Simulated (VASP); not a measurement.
Write the native input for VASP 6.6.1 that does the following.

```
Task                   : single point
Functional             : LDA
Potentials or basis    : VASP PAW LDA potentials, release 64 (Ga_d)
Cutoff                 : 520 eV
k mesh                 : 7 × 7 × 6
Occupations            : fermi-dirac, width 0.05 eV
Spin                   : no spin polarisation
Dipole correction      : no
Further INCAR settings : ALGO = Fast; EDIFF = 1e-06; NBANDS = 34
```

The structure of Ga lies in POSCAR:

```
Ga
1.0
    2.2463216903     -3.8047911717      0.0000000000
    2.2463216903      3.8047911717      0.0000000000
    0.0000000000      0.0000000000      4.4936366690
Ga
4
Direct
    0.3451000000      0.6549000000      0.4190000000
    0.1549000000      0.8451000000      0.9190000000
    0.6549000000      0.3451000000      0.5810000000
    0.8451000000      0.1549000000      0.0810000000
```

These files were run (other wordings do the same):

INCAR

```
PREC = Accurate
ENCUT = 520
EDIFF = 1E-6
ISMEAR = -1
SIGMA = 0.05
LREAL = F
LASPH = T
NELM = 80
ALGO = Fast
ISIF = 2
LWAVE = F
LCHARG = F
NBANDS = 34
```

KPOINTS

```
regular mesh
0
Gamma
  7 7 6
```

Potentials or basis: VASP PAW LDA potentials, release 64 (Ga_d).

Command:

```bash
$ cat potpaw_LDA.64/Ga_d/POTCAR > POTCAR
$ mpirun -np 1 vasp_std > vasp.out
```

Results of the run:

```json
{
 "Pressure": "-2.5 GPa",
 "Largest force": "0.143 eV/Å",
 "Band gap on the k mesh": "zero (band 26 reaches 5.36 eV, above the bottom of band 27 at 4.06 eV)"
}
```

It took 65 s on 1 thread of Intel(R) Xeon(R) 6975P-C (Granite Rapids) (shared host), peak memory 0.24 GiB.
